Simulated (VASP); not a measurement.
# MgS (Fm-3m) in VASP: a series of runs

MgS is run at these levels: PBEsol; tasks: single point, relaxation of cell and atoms.

Everything below comes from runs of VASP 6.6.1. Logs are shortened: lines on timing, memory, paths and dates and some standing lists are left out, and cuts for length are marked.

### 1 The cell of the first run

The structure is cubic, space group Fm-3m (No. 225). The conventional cell has a = 5.182 Å, b = 5.182 Å, c = 5.182 Å, α = 90.00°, β = 90.00°, γ = 90.00°. Mg (site symmetry m-3m) has 6 S at 2.59 Å within 3.4 Å. Within 3.4 Å of S (site symmetry m-3m) lie 6 Mg at 2.59 Å.

### 2 Single point, PBEsol

The input, INCAR:

```
SYSTEM = MgS
PREC = Accurate ; ENCUT = 520
EDIFF = 1E-6 ; ISMEAR = -1
SIGMA = 0.1 ; LREAL = .FALSE.
LASPH = .TRUE. ; NELM = 60
ALGO = Normal ; ISIF = 2
LWAVE = .FALSE. ; LCHARG = .FALSE.
GGA = PS ; NBANDS = 11
```

The input, KPOINTS:

```
Automatic mesh
0
G
  12 12 12
  0 0 0
```

The input, POSCAR:

```
MgS
1.0
    0.0000000000      2.5909610342      2.5909610342
    2.5909610342      0.0000000000      2.5909610342
    2.5909610342      2.5909610342      0.0000000000
Mg S
1 1
Direct
    0.0000000000      0.0000000000      0.0000000000
    0.5000000000      0.5000000000      0.5000000000
```

Potentials or basis: VASP PAW PBE potentials, release 64 (Mg, S).

Command:

```
$ cat potpaw_PBE.64/Mg/POTCAR potpaw_PBE.64/S/POTCAR > POTCAR
$ mpirun -np 1 vasp_std > vasp.out
```

OUTCAR:

```text
SYSTEM = MgS
   PREC = Accurate
   ENCUT = 520
   EDIFF = 1E-6
   ISMEAR = -1
   LREAL = .FALSE.
   LASPH = .TRUE.
   NELM = 60
   ISIF = 2
   GGA = PS

 ion  position               nearest neighbor table
   1  0.000  0.000  0.000-   2 2.59   2 2.59   2 2.59   2 2.59   2 2.59   2 2.59
   2  0.500  0.500  0.500-   1 2.59   1 2.59   1 2.59   1 2.59   1 2.59   1 2.59

  LATTYP: Found a face centered cubic cell.
 ALAT       =     5.1819220684

  Lattice vectors:

 A1 = (   0.0000000000,   2.5909610342,   2.5909610342)
 A2 = (   2.5909610342,   0.0000000000,   2.5909610342)
 A3 = (   2.5909610342,   2.5909610342,   0.0000000000)

Analysis of symmetry for initial positions (statically):
=====================================================================
 Subroutine PRICEL returns:
 Original cell was already a primitive cell.

 Routine SETGRP: Setting up the symmetry group for a
 face centered cubic supercell.

 Subroutine GETGRP returns: Found 48 space group operations
 (whereof 48 operations were pure point group operations)
 out of a pool of 48 trial point group operations.

The static configuration has the point symmetry O_h .

Analysis of symmetry for dynamics (positions and initial velocities):
=====================================================================
 Subroutine PRICEL returns:
 Original cell was already a primitive cell.

 Routine SETGRP: Setting up the symmetry group for a
 face centered cubic supercell.

 Subroutine GETGRP returns: Found 48 space group operations
 (whereof 48 operations were pure point group operations)
 out of a pool of 48 trial point group operations.

The dynamic configuration has the point symmetry O_h .

 Subroutine INISYM returns: Found 48 space group operations
 (whereof 48 operations are pure point group operations),
 and found     1 'primitive' translations

----------------------------------------------------------------------------------------

                                     Primitive cell

  volume of cell :      34.7867

  direct lattice vectors                    reciprocal lattice vectors
     0.000000000  2.590961034  2.590961034    -0.192978587  0.192978587  0.192978587
     2.590961034  0.000000000  2.590961034     0.192978587 -0.192978587  0.192978587
     2.590961034  2.590961034  0.000000000     0.192978587  0.192978587 -0.192978587

  length of vectors
     3.664172234  3.664172234  3.664172234     0.334248718  0.334248718  0.334248718

  position of ions in fractional coordinates (direct lattice)
     0.000000000  0.000000000  0.000000000
     0.500000000  0.500000000  0.500000000

  ion indices of the primitive-cell ions
   primitive index   ion index
                 1           1
                 2           2

----------------------------------------------------------------------------------------

 KPOINTS: Automatic mesh

Automatic generation of k-mesh.
 Grid dimensions read from file:
 generate k-points for:   12   12   12

 Generating k-lattice:

  Cartesian coordinates                     Fractional coordinates (reciprocal lattice)
    -0.016081549  0.016081549  0.016081549     0.083333333  0.000000000  0.000000000
     0.016081549 -0.016081549  0.016081549     0.000000000  0.083333333  0.000000000
     0.016081549  0.016081549 -0.016081549     0.000000000  0.000000000  0.083333333

  Length of vectors
     0.027854060  0.027854060  0.027854060

  Shift w.r.t. Gamma in fractional coordinates (k-lattice)
     0.000000000  0.000000000  0.000000000

 Subroutine IBZKPT returns following result:
 ===========================================

 Found     72 irreducible k-points:

 Following reciprocal coordinates:
            Coordinates               Weight
  0.000000  0.000000  0.000000      1.000000
  0.083333  0.000000  0.000000      8.000000
  0.166667  0.000000  0.000000      8.000000
  0.250000  0.000000  0.000000      8.000000
  0.333333  0.000000  0.000000      8.000000
  0.416667  0.000000  0.000000      8.000000
[... 16 lines left out ...]
  0.500000  0.166667  0.000000     24.000000
 -0.416667  0.166667  0.000000     24.000000
 [... further k-points ...]
   k-points           NKPTS =     72   k-points in BZ     NKDIM =     72   number of bands    NBANDS=     11
   number of dos      NEDOS =    301   number of ions     NIONS =      2
   total plane-waves  NPLWV =  21952
   dimension x,y,z NGX =    28 NGY =   28 NGZ =   28
   dimension x,y,z NGXF=    56 NGYF=   56 NGZF=   56
   ions per type =               1   1
   NGX,Y,Z   is equivalent  to a cutoff of  12.70, 12.70, 12.70 a.u.
   NGXF,Y,Z  is equivalent  to a cutoff of  25.41, 25.41, 25.41 a.u.
 SYSTEM =  MgS
   PREC   = accura    normal or accurate (medium, high low for compatibility)
   ISTART =      0    job   : 0-new  1-cont  2-samecut
   ICHARG =      2    charge: 1-file 2-atom 10-const
   ISPIN  =      1    spin polarized calculation?
   LNONCOLLINEAR =      F non collinear calculations
   LSORBIT =      F    spin-orbit coupling
   LASPH  =      T    aspherical Exc in radial PAW
   ENCUT  =  520.0 eV  38.22 Ry    6.18 a.u.   6.81  6.81  6.81*2*pi/ulx,y,z
   NELM   =     60;   NELMIN=  2; NELMDL= -5     # of ELM steps
   EDIFF  = 0.1E-05   stopping-criterion for ELM
   LREAL  =      F    real-space projection
   EDIFFG = 0.1E-04   stopping-criterion for IOM
   NSW    =      0    number of steps for IOM
   IBRION =     -1    ionic relax: 0-MD 1-quasi-New 2-CG
   NFREE  =      0    steps in history (QN), initial steepest desc. (CG)
   ISIF   =      2    stress and relaxation
   ISYM   =      2    0-nonsym 1-usesym 2-fastsym
   POTIM  = 0.5000    time-step for ionic-motion
   TEBEG  =    0.0;   TEEND  =   0.0 temperature during run
   PSTRESS=    0.0 pullay stress
   NELECT =       8.0000    total number of electrons
   NUPDOWN=      -1.0000    fix difference up-down
   EMIN   =  10.00;   EMAX   =-10.00  energy-range for DOS
   EFERMI =   0.00;   METHOD = LEGACY
   ISMEAR =    -1;   SIGMA  =   0.10  broadening in eV -4-tet -1-fermi 0-gaus
   EFERMI_NEDOS =   21; number of points for ismear=-14 and -15
   IALGO  =     38    algorithm
   IMIX   =      4    mixing-type and parameters
     AMIX     =   0.40;   BMIX     =  1.00
     AMIX_MAG =   1.60;   BMIX_MAG =  1.00
  volume/ion in A,a.u.               =      17.39       117.38
  Fermi-wavevector in a.u.,A,eV,Ry     =   1.002999  1.895394 13.687563  1.006008
  Thomas-Fermi vector in A             =   2.135523
   LORBIT       =      0    0 simple, 1 ext, 2 COOP (PROOUT), +10 PAW based schemes
   GGA     = PS    functional components
   LHFCALC =     F    Hartree Fock is set to
   AEXX    =    0.0000 exact exchange contribution
   IVDW    =     0    specifies the selected vdW correction
   LEPSILON=     F    determine dielectric tensor
   LRPA    =     F    only Hartree local field effects (RPA)
 non-spin polarized calculation
  energy-cutoff  :      520.00
  volume of cell :       34.79
 maximum number of plane-waves:       960
   NGX = 13   NGY = 13   NGZ = 13

 number of electron       7.9999999 magnetization

 Free energy of the ion-electron system (eV)
  ---------------------------------------------------
  ext. energy  EPLUGINS =         0.00000000
  ---------------------------------------------------
  free energy    TOTEN  =        -9.07530488 eV

  energy without entropy =       -9.07530482  energy(sigma->0) =       -9.07530485

 E-fermi :   5.2607     XC(G=0):  -9.8879

 val. band max:        3.7863254237   @ k =   0.0000   0.0000   0.0000
 cond. band min:       6.5160725774   @ k =   0.5000   0.5000   0.0000
 fundamental gap:      2.7297471537
 Fermi energy:         5.2606651754

 k-point     1 :       0.0000    0.0000    0.0000
  band No.  band energies     occupation
      1      -8.9684      2.00000
      2       3.7863      2.00000
      3       3.7863      2.00000
      4       3.7863      2.00000
      5       7.4765      0.00000
      6      11.6325      0.00000
      7      11.6325      0.00000
      8      11.6325      0.00000
      9      14.1113      0.00000
     10      14.1113      0.00000
     11      16.1114      0.00000

 k-point     2 :       0.0833    0.0000    0.0000
  band No.  band energies     occupation
      1      -8.8983      2.00000
      2       3.2414      2.00000
      3       3.7371      2.00000
      4       3.7371      2.00000
      5       7.9184      0.00000
      6      11.4249      0.00000
      7      11.7732      0.00000
      8      11.7732      0.00000
      9      13.7233      0.00000
     10      13.7233      0.00000
     11      16.5562      0.00000

 k-point     3 :       0.1667    0.0000    0.0000
  band No.  band energies     occupation
      1      -8.6963      2.00000
      2       2.1135      2.00000
      3       3.6099      2.00000
      4       3.6099      2.00000
      5       8.5620      0.00000
      6      11.3543      0.00000
      7      11.9163      0.00000
      8      11.9163      0.00000
      9      13.3913      0.00000
     10      13.3913      0.00000
     11      16.1846      0.00000

 k-point     4 :       0.2500    0.0000    0.0000
  band No.  band energies     occupation
      1      -8.3899      2.00000
      2       0.9061      2.00000
      3       3.4510      2.00000
      4       3.4510      2.00000
      5       8.6610      0.00000
      6      11.5388      0.00000
      7      11.5388      0.00000
      8      12.0681      0.00000
      9      14.0253      0.00000
     10      14.0253      0.00000
     11      15.6304      0.00000
[... 239 lines left out ...]
 k-point    22 :       0.4167    0.1667    0.0000
  band No.  band energies     occupation
      1      -7.7579      2.00000
      2      -0.2549      2.00000
      3       2.4171      2.00000
      4       2.8039      2.00000
      5       8.8163      0.00000
      6      10.3044      0.00000
      7      12.0058      0.00000
      8      12.0591      0.00000
      9      15.7420      0.00000
     10      17.5103      0.00000
     11      17.5712      0.00000

 k-point    23 :       0.5000    0.1667    0.0000
  band No.  band energies     occupation
      1      -7.5298      2.00000
      2      -0.7560      2.00000
      3       2.1366      2.00000
      4       2.8328      2.00000
      5       8.7959      0.00000
      6      10.2035      0.00000
      7      11.6368      0.00000
      8      13.1804      0.00000
      9      16.0821      0.00000
     10      17.8755      0.00000
     11      18.2558      0.00000

 k-point    24 :      -0.4167    0.1667    0.0000
  band No.  band energies     occupation
      1      -7.4946      2.00000
      2      -0.8240      2.00000
      3       1.9629      2.00000
      4       2.9524      2.00000
      5       8.9755      0.00000
      6      10.1900      0.00000
      7      11.3877      0.00000
      8      13.7790      0.00000
      9      16.4056      0.00000
     10      16.6113      0.00000
     11      17.6250      0.00000

 [... further k-points ...]

------------------------ aborting loop because EDIFF is reached ----------------------------------------

  FORCE on cell =-STRESS in cart. coord.  units (eV):
  Direction    XX          YY          ZZ          XY          YZ          ZX
  --------------------------------------------------------------------------------------
  -------------------------------------------------------------------------------------
  Total       -0.0464829     -0.0464829     -0.0464829      0.0000000      0.0000000      0.0000000
  in kB       -2.1408727     -2.1408727     -2.1408727      0.0000000      0.0000000      0.0000000
  external PRESSURE =      -2.1408727 kB  Pullay stress =       0.0000000 kB

 VOLUME and BASIS-vectors are now :
 -----------------------------------------------------------------------------
  energy-cutoff  :      520.00
  volume of cell :       34.79
      direct lattice vectors                 reciprocal lattice vectors
     0.000000000  2.590961034  2.590961034    -0.192978587  0.192978587  0.192978587
     2.590961034  0.000000000  2.590961034     0.192978587 -0.192978587  0.192978587
     2.590961034  2.590961034  0.000000000     0.192978587  0.192978587 -0.192978587

 POSITION                                       TOTAL-FORCE (eV/Angst)
 -----------------------------------------------------------------------------------
      0.00000      0.00000      0.00000         0.000000      0.000000     -0.000000
      2.59096      2.59096      2.59096        -0.000000     -0.000000      0.000000
 -----------------------------------------------------------------------------------
    total drift:                                0.000000      0.000000      0.000000

  FREE ENERGIE OF THE ION-ELECTRON SYSTEM (eV)
  ---------------------------------------------------
  free  energy   TOTEN  =        -9.0753048814 eV

  energy  without entropy=       -9.0753048211  energy(sigma->0) =       -9.07530485
```

Run time: 43 s. Hardware: 1 thread of Intel Xeon 8259CL, shared host; peak memory 0.17 GiB.

What came out:

```
Free energy            : -9.0753 eV
Pressure               : -0.2 GPa
Band gap on the k mesh : 2.73 eV (least direct gap 3.69 eV)
```

Caveat: the PAW data sets were made with another functional, which shifts forces and pressure a little. A k mesh can miss the band edges.

### 3 Relaxation of cell and atoms, PBEsol

This run uses another cell than the first one, of 17.61 Å³/atom.

The input, INCAR:

```
ALGO = Normal
EDIFF = 1E-6
EDIFFG = -0.002
ENCUT = 600
GGA = PS
IBRION = 2
ISIF = 3
ISMEAR = -1
LASPH = True
LCHARG = False
LREAL = False
LWAVE = False
NELM = 100
NSW = 100
PREC = Accurate
SIGMA = 0.1
```

The input, KPOINTS:

```
k-points
0
Gamma
  12 12 12
```

The input, POSCAR:

```
MgS
1.0
    0.0000000000      2.6016500000      2.6016500000
    2.6016500000      0.0000000000      2.6016500000
    2.6016500000      2.6016500000      0.0000000000
Mg S
1 1
Direct
    0.0000000000      0.0000000000      0.0000000000
    0.5000000000      0.5000000000      0.5000000000
```

Potentials or basis: VASP PAW PBE potentials, release 64 (Mg, S).

Command:

```
$ cat potpaw_PBE.64/Mg/POTCAR potpaw_PBE.64/S/POTCAR > POTCAR
$ mpirun -np 1 vasp_std > vasp.out
```

Wall time 70 s (1 thread of Intel Xeon 8259CL, shared host); peak memory 0.19 GiB.

The run converged. Its results:

- Free energy: -9.0758 eV
- Relaxed volume: 17.36 Å³/atom
- Relaxed cell: a = 3.662 Å, b = 3.662 Å, c = 3.662 Å, α = 60.00°, β = 60.00°, γ = 60.00°
- Space group after relaxing (to 0.1 Å): Fm-3m (No. 225)
- Energy gained by relaxing: 0.9 meV/atom
- Ionic steps: 3
- Pressure after relaxing: 0.0 GPa
- Band gap on the k mesh: 2.73 eV (least direct gap 3.71 eV)

Step by step:
| step | energy change (eV) | largest force (eV/Å) | pressure (GPa) | volume (Å³) |
| --- | --- | --- | --- | --- |
| 1 | 0.0000 | 0.0000 | -1.12 | 35.22 |
| 2 | -0.0017 | 0.0000 | 0.27 | 34.60 |
| 3 | -0.0018 | 0.0000 | 0.00 | 34.71 |

Final structure:
```
Mg S
1.0
     0.00000    2.58910    2.58910
     2.58910    0.00000    2.58910
     2.58910    2.58910    0.00000
Mg S
1 1
Direct
  0.00000 0.00000 0.00000
  0.50000 0.50000 0.50000
```

Levels at points of the mesh, in eV from the valence-band top:
```tsv
k point	band 1	band 2	band 3	band 4	band 5	band 6	band 7	band 8
(0.00, 0.00, 0.00)	-12.77	0.00	0.00	0.00	3.71	7.84	7.84	7.84
(0.50, 0.00, 0.00)	-11.40	-4.97	-0.62	-0.62	4.42	6.84	6.84	10.22
(0.50, 0.50, 0.00)	-11.01	-4.34	-1.74	-1.74	2.73	4.20	12.01	12.86
```

Caveat: the PAW data sets were made with another functional, which shifts forces and pressure a little. A k mesh can miss the band edges.
